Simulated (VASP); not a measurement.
# ZrO2 (Fm-3m) in VASP: further runs, part 2 of 2

VASP 6.6.1. Earlier steps stand in the parts before.

### 4 Vibrations by perturbation theory, LDA (10.37 Å³/atom)

This run uses another cell than the first one, of 10.37 Å³/atom.

INCAR

```
SYSTEM = ZrO2
ALGO = Normal ; EDIFF = 1E-8
ENCUT = 600 ; GGA_COMPAT = .False.
IBRION = 8 ; ISIF = 2
ISMEAR = 0 ; LASPH = .True.
LCHARG = .False. ; LEPSILON = .True.
LREAL = .False. ; LWAVE = .False.
NELM = 120 ; NSW = 1
PREC = Accurate ; SIGMA = 0.01
```

KPOINTS

```
k-points
0
Gamma
  8 8 8
  0 0 0
```

POSCAR

```
ZrO2
1.0
    0.0000000000      2.4962466591      2.4962466591
    2.4962466591      0.0000000000      2.4962466591
    2.4962466591      2.4962466591      0.0000000000
Zr O
1 2
Direct
    0.0000000000      0.0000000000      0.0000000000
    0.2500000000      0.2500000000      0.2500000000
    0.7500000000      0.7500000000      0.7500000000
```

Potentials or basis: VASP PAW LDA potentials, release 64 (Zr_sv, O).

The run is started by

```sh
> cat potpaw_LDA.64/Zr_sv/POTCAR potpaw_LDA.64/O/POTCAR > POTCAR
> mpirun -np 1 vasp_std > vasp.out
```

OUTCAR:

```text
SYSTEM = ZrO2
   EDIFF = 1E-8
   ENCUT = 600
   IBRION = 8
   ISIF = 2
   ISMEAR = 0
   LASPH = .True.
   LEPSILON = .True.
   LREAL = .False.
   NELM = 120
   NSW = 1
   PREC = Accurate

 ion  position               nearest neighbor table
   1  0.000  0.000  0.000-   3 2.16   3 2.16   3 2.16   2 2.16   3 2.16   2 2.16   2 2.16   2 2.16

   2  0.250  0.250  0.250-   1 2.16   1 2.16   1 2.16   1 2.16
   3  0.750  0.750  0.750-   1 2.16   1 2.16   1 2.16   1 2.16

  LATTYP: Found a face centered cubic cell.
 ALAT       =     4.9924933182

  Lattice vectors:

 A1 = (   0.0000000000,   2.4962466591,   2.4962466591)
 A2 = (   2.4962466591,   0.0000000000,   2.4962466591)
 A3 = (   2.4962466591,   2.4962466591,   0.0000000000)

Analysis of symmetry for initial positions (statically):
=====================================================================
 Subroutine PRICEL returns:
 Original cell was already a primitive cell.

 Routine SETGRP: Setting up the symmetry group for a
 face centered cubic supercell.

 Subroutine GETGRP returns: Found 48 space group operations
 (whereof 48 operations were pure point group operations)
 out of a pool of 48 trial point group operations.

The static configuration has the point symmetry O_h .

Analysis of symmetry for dynamics (positions and initial velocities):
=====================================================================
 Subroutine PRICEL returns:
 Original cell was already a primitive cell.

 Routine SETGRP: Setting up the symmetry group for a
 face centered cubic supercell.

 Subroutine GETGRP returns: Found 48 space group operations
 (whereof 48 operations were pure point group operations)
 out of a pool of 48 trial point group operations.

The dynamic configuration has the point symmetry O_h .

 Subroutine INISYM returns: Found 48 space group operations
 (whereof 48 operations are pure point group operations),
 and found     1 'primitive' translations

----------------------------------------------------------------------------------------

                                     Primitive cell

  volume of cell :      31.1095

  direct lattice vectors                    reciprocal lattice vectors
[... 666 lines left out ...]

[... ionic steps 5 to 6 ...]

--------------------------------------- Ionic step        7  -------------------------------------------

 Free energy of the ion-electron system (eV)
  ---------------------------------------------------
  ---------------------------------------------------
  free energy    TOTEN  =        -0.36168677 eV

  energy without entropy =       -0.36168677

------------------------ aborting loop because EDIFF is reached ----------------------------------------

 INTERNAL STRAIN TENSOR  FOR ION    2  DIRECTION 1   (eV/Angst):
 -----------------------------------------------------------------------------
    -0.00051  0.00000  0.00000
     0.00000 -0.00047 -9.33040
     0.00000 -9.33040 -0.00047

 MACROSCOPIC STATIC DIELECTRIC TENSOR (including local field effects in DFT)
 ------------------------------------------------------
           5.796772    -0.000000    -0.000000
           0.000000     5.796772     0.000000
          -0.000000     0.000000     5.796772
 ------------------------------------------------------

 PIEZOELECTRIC TENSOR (including local field effects)  for field in x, y, z        (e  Angst)
          XX          YY          ZZ          XY          YZ          ZX
  --------------------------------------------------------------------------------
  x     0.00000     0.00000     0.00000     0.00000     0.00000     0.00000
  y     0.00000     0.00000     0.00000     0.00000     0.00000     0.00000
  z     0.00000     0.00000     0.00000     0.00000     0.00000     0.00000

 PIEZOELECTRIC TENSOR (including local field effects)  for field in x, y, z        (C/m^2)
          XX          YY          ZZ          XY          YZ          ZX
  --------------------------------------------------------------------------------
  x     0.00000     0.00000     0.00000     0.00000     0.00000     0.00000
  y     0.00000     0.00000     0.00000     0.00000     0.00000     0.00000
  z     0.00000     0.00000     0.00000     0.00000     0.00000     0.00000

 BORN EFFECTIVE CHARGES (including local field effects) (in |e|, cummulative output)
 ---------------------------------------------------------------------------------
 ion    1
    1     5.74875     0.00000     0.00000
    2    -0.00000     5.74875     0.00000
    3     0.00000     0.00000     5.74875
 ion    2
    1    -2.87437     0.00000     0.00000
    2     0.00000    -2.87437     0.00000
    3     0.00000     0.00000    -2.87437
 ion    3
    1    -2.87437     0.00000     0.00000
    2     0.00000    -2.87437     0.00000
    3     0.00000     0.00000    -2.87437

 INTERNAL STRAIN TENSOR FOR ION    3 for displacements in x,y,z  (eV/Angst):
          X           Y           Z          XY          YZ          ZX
  --------------------------------------------------------------------------------
  x     0.00000     0.00000     0.00000     0.00000     9.33040     0.00000
  y     0.00000     0.00000     0.00000     0.00000     0.00000     9.33040
  z     0.00000     0.00000     0.00000     9.33040     0.00000     0.00000

 SECOND DERIVATIVES (NOT SYMMETRIZED)
 ------------------------------------
               1X          1Y          1Z          2X          2Y          2Z          3X          3Y          3Z
  1X    -7.410931    0.000000    0.000000    3.705466    0.000000    0.000000    3.705466    0.000000    0.000000
  1Y     0.000000   -7.410931    0.000000    0.000000    3.705466    0.000000    0.000000    3.705466    0.000000
  1Z     0.000000    0.000000   -7.410931    0.000000    0.000000    3.705466    0.000000    0.000000    3.705466
  2X     3.703772    0.000000    0.000000  -12.497749    0.000000    0.000000    8.793976    0.000000    0.000000
  2Y     0.000000    3.703772    0.000000    0.000000  -12.497749    0.000000    0.000000    8.793976    0.000000
  2Z     0.000000    0.000000    3.703772    0.000000    0.000000  -12.497749    0.000000    0.000000    8.793976
  3X     3.703772    0.000000    0.000000    8.793976    0.000000    0.000000  -12.497749    0.000000    0.000000
  3Y     0.000000    3.703772    0.000000    0.000000    8.793976    0.000000    0.000000  -12.497749    0.000000
  3Z     0.000000    0.000000    3.703772    0.000000    0.000000    8.793976    0.000000    0.000000  -12.497749

 Eigenvectors and eigenvalues of the dynamical matrix
 ----------------------------------------------------

   1 f  =   18.034170 THz   113.312031 2PiTHz  601.555155 cm-1    74.583300 meV
             X         Y         Z           dx          dy          dz
      0.000000  0.000000  0.000000    -0.000000    0.000000   -0.000000
      1.248123  1.248123  1.248123     0.118306    0.697140   -0.000000
      3.744370  3.744370  3.744370    -0.118306   -0.697140    0.000000
[... 43 lines left out ...]
   9 f/i=    0.000876 THz     0.005505 2PiTHz    0.029224 cm-1     0.003623 meV
             X         Y         Z           dx          dy          dz
      0.000000  0.000000  0.000000     0.080312   -0.082702   -0.852604
      1.248123  1.248123  1.248123     0.033642   -0.034643   -0.357151
      3.744370  3.744370  3.744370     0.033642   -0.034643   -0.357151

--------------------------------------------------------------------------------------------------------

 MACROSCOPIC STATIC DIELECTRIC TENSOR IONIC CONTRIBUTION
 ------------------------------------------------------
          25.942599     0.000000     0.000000
           0.000000    25.942599     0.000000
           0.000000     0.000000    25.942599
 ------------------------------------------------------

 ELASTIC MODULI CONTR FROM IONIC RELAXATION (kBar)
 Direction    XX          YY          ZZ          XY          YZ          ZX
 --------------------------------------------------------------------------------
 XX          -0.0000     -0.0000     -0.0000     -0.0000     -0.0000     -0.0000
 YY          -0.0000     -0.0000      0.0000      0.0000     -0.0000     -0.0000
 ZZ          -0.0000      0.0000     -0.0000     -0.0000     -0.0000      0.0000
 XY          -0.0000      0.0000     -0.0000   -421.1509     -0.0000      0.0000
 YZ          -0.0000     -0.0000     -0.0000     -0.0000   -421.1509     -0.0000
 ZX          -0.0000     -0.0000      0.0000      0.0000     -0.0000   -421.1509
 --------------------------------------------------------------------------------

 PIEZOELECTRIC TENSOR IONIC CONTR  for field in x, y, z        (C/m^2)
          XX          YY          ZZ          XY          YZ          ZX
  --------------------------------------------------------------------------------
  x    -0.00000    -0.00000     0.00000     0.00000    -0.00000    -0.00000
  y    -0.00000    -0.00000     0.00000     0.00000    -0.00000    -0.00000
  z    -0.00000    -0.00000    -0.00000     0.00000    -0.00000    -0.00000
```

Run time: 6 min. Hardware: 1 thread of AMD EPYC 9R45 (Zen 5), shared host; peak memory 0.29 GiB.

What came out:

```
Electronic dielectric tensor (diagonal)                 : 5.80
Born charges (mean of the diagonal)                     : Zr +5.75; O -2.87 e
Highest phonon frequency at Γ, LO-TO splitting left out : 602 cm⁻¹
```

Phonon frequencies in cm⁻¹ (negative: imaginary):
| q point | frequencies |
| --- | --- |
| (0.000, 0.000, 0.000) | 0 0 0 292 292 292 602 602 602 |

Electronic dielectric tensor:
```
5.80 0.00 0.00
0.00 5.80 0.00
0.00 0.00 5.80
```

Born effective charge tensors (e):
atom 1, Zr
```
5.75 0.00 0.00
0.00 5.75 0.00
0.00 0.00 5.75
```
atom 2, O
```
-2.87  0.00  0.00
 0.00 -2.87  0.00
 0.00  0.00 -2.87
```
atom 3, O
```
-2.87  0.00  0.00
 0.00 -2.87  0.00
 0.00  0.00 -2.87
```

Caveat: the cell stands under pressure or tension, which shifts response properties.
